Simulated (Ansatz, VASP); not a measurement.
## One calculation of LiNbO3, two programs

```
CELL_PARAMETERS angstrom
3.41134 0.00000 0.00000
0.00000 3.41134 0.00000
0.00000 0.00000 3.41134
ATOMIC_POSITIONS crystal
Li 0.50000 0.50000 0.50000
Nb 0.00000 0.00000 0.00000
O 0.00000 0.50000 0.50000
O 0.50000 0.00000 0.50000
O 0.50000 0.50000 0.00000
```

Alike in both runs: task relaxation of cell and atoms; functional r2SCAN; k mesh 12 × 12 × 12; occupations gaussian, width 0.1 eV; no spin polarisation.

|  | VASP | Ansatz |
| --- | --- | --- |
| version | VASP 6.6.1 | Ansatz 0.2.0 |
| potentials or method | VASP PAW PBE potentials, release 64 (Li_sv, Nb_sv, O), cutoff 600 eV | scalar-relativistic, plane waves, PAW |
| valence electrons in the cell | 34 | 34 |

|  | VASP | Ansatz | Ansatz less VASP |
| --- | --- | --- | --- |
| gap on the k mesh at the Fermi level, each at its own relaxed structure (eV) | none | none | - |
| relaxed volume (Å³/atom) | 7.99 | 7.94 | -0.049 |
| relaxed length of the cell vector where the two differ most in proportion (Å) | 3.418 | 3.411 | -0.0070 |

VASP's potentials were made for PBE, not for r2SCAN. A gap of «none» marks a metal or a gap that the smearing closes.

Noted on VASP's run: the cutoff is under 1.25 times that of the potentials, so the pressure is a little rough.
